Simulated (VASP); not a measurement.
Input of a VASP 6.6.1 run:

INCAR

```
PREC = Accurate
ENCUT = 520
EDIFF = 1E-8
ISMEAR = -1
SIGMA = 0.01
LREAL = False
LASPH = True
NELM = 100
ALGO = Normal
ISIF = 2
LWAVE = False
LCHARG = False
GGA = PS
LEFG = True
NBANDS = 24
```

The input KPOINTS:

```
regular mesh
0
Gamma
  9 9 5
```

File POSCAR:

```
TaN
1.0
    3.0480019786      0.0000000000      0.0000000000
   -1.5240009893      2.6396471442      0.0000000000
    0.0000000000      0.0000000000      4.9180000000
Ta N
2 2
Direct
    0.0000000000      0.0000000000      0.0000000000
    0.0000000000      0.0000000000      0.5000000000
    0.3333333333      0.6666666667      0.2500000000
    0.6666666667      0.3333333333      0.7500000000
```

Potentials or basis: VASP PAW PBE potentials, release 64 (Ta_pv, N).

The run is started by

```bash
$ cat potpaw_PBE.64/Ta_pv/POTCAR potpaw_PBE.64/N/POTCAR > POTCAR
$ mpirun -np 1 vasp_std > vasp.out
```

Task: Estimate the band gap on the k mesh.

Result: Zero (band 16 reaches 10.42 eV, above the bottom of band 17 at 7.85 eV).

Task: Predict the pressure.

Result: 50.1 GPa.

Stress tensor (GPa, compression positive):
```
 22.06   0.00   0.00
  0.00  22.06   0.00
  0.00   0.00 106.33
```

Caveat: without QUAD_EFG the Cq values of the log hold for a quadrupole moment of 1 mb, not for the nuclei; the PAW data sets were made with another functional, which shifts forces and pressure a little; spin-orbit coupling is left out, which moves the levels of the heavy elements.
